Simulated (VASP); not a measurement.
## MnH2O2 (Pyrochroite): single point with PBEsol

The system is MnH2O2 (Pyrochroite).

```
Mn H O
1.0
     3.25000    0.00000    0.00000
    -1.62500    2.81458    0.00000
     0.00000    0.00000    4.48000
Mn H O
1 2 2
Cartesian
  0.0000 0.0000 0.0000
  0.0000 1.8764 1.9981
  1.6250 0.9382 2.4819
  0.0000 1.8764 1.0125
  1.6250 0.9382 3.4675
```

```yaml
Program: VASP 6.6.1
Task: single point
Functional: PBEsol
Potentials_or_basis: VASP PAW PBE potentials, release 64 (Mn_pv, H, O)
Cutoff: 520 eV
k_mesh: 7 × 7 × 5
Occupations: fermi-dirac, width 0.1 eV
Spin: collinear spin, ferromagnetic start
Starting_moments: "[4.0, 0.0, 0.0, 0.0, 0.0] μB"
```

```yaml
Pressure: 6.5 GPa
Largest_force: 0.807 eV/Å
Net_moment: 5.00 μB per cell
Site_moments: Mn +4.47; H +0.01; O +0.10 μB
Valence_electrons_inside_the_program's_atomic_spheres: Mn 11.40; H 0.72; O 5.11
```

Forces on the atoms (eV/Å):
```
Mn   0.000  0.000  0.000
H    0.000  0.000 -0.111
H    0.000  0.000  0.111
O    0.000  0.000  0.807
O    0.000  0.000 -0.807
```

Stress tensor (GPa, compression positive):
```
7.27 0.00 0.00
0.00 7.27 0.00
0.00 0.00 5.07
```

Levels at points of the mesh, in eV from the Fermi level:
Spin up:
```tsv
k point	band 14	band 15	band 16	band 17	band 18	band 19
(0.00, 0.00, 0.00)	-2.75	-0.48	-0.48	-0.17	3.39	8.69
```
Spin down:
```tsv
k point	band 7	band 8	band 9	band 10	band 11	band 12	band 13	band 14	band 15	band 16
(0.00, 0.00, 0.00)	-7.02	-5.66	-5.66	-4.05	-4.05	0.33	1.35	1.35	1.58	3.06
```

It took 38 s on 1 thread of Intel(R) Xeon(R) Platinum 8375C CPU @ 2.90GHz (Ice Lake) (shared host), peak memory 0.2 GiB.

Caveat: the PAW data sets were made with another functional, which shifts forces and pressure a little; a cell with one magnetic atom can't hold antiferromagnetic order, which such compounds often take.
